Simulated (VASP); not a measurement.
Runs of VASP 6.6.1 on Rh. The structure is that of space group P6_3/mmc (No. 194), or close to it. The cells are those of the table. 

```csv
cell,gap on the mesh (eV),pressure (GPa)
"a = 2.767, b = 2.767, c = 4.487 Å, angles 90.0, 90.0, 120.0°, 2 atoms",none,-20.3
"a = 2.785, b = 2.785, c = 4.515 Å, angles 90.0, 90.0, 120.0°, 2 atoms",none,(b)
"a = 2.675, b = 2.675, c = 4.338 Å, angles 90.0, 90.0, 120.0°, 2 atoms",none,3.4
"a = 2.713, b = 2.713, c = 4.399 Å, angles 90.0, 90.0, 120.0°, 2 atoms",none,-8.0
"a = 2.749, b = 2.749, c = 4.458 Å, angles 90.0, 90.0, 120.0°, 2 atoms",none,(a)
```

Alike in all rows: task single point; level PBEsol; potentials or basis VASP PAW PBE potentials, release 64 (Rh_pv); no spin polarisation; k mesh 12 × 12 × 7; cutoff (eV) 520; smearing fermi-dirac 0.15 eV.

Problem. Estimate the missing entries.

Solution. (a) -16.8; (b) -23.5.

Caveats: the PAW data sets were made with another functional, which shifts forces and pressure a little.

A k mesh can miss the band edges, and the runs leave out spin-orbit coupling on Rh.

A gap of «none» marks levels without a gap at the run's occupations.
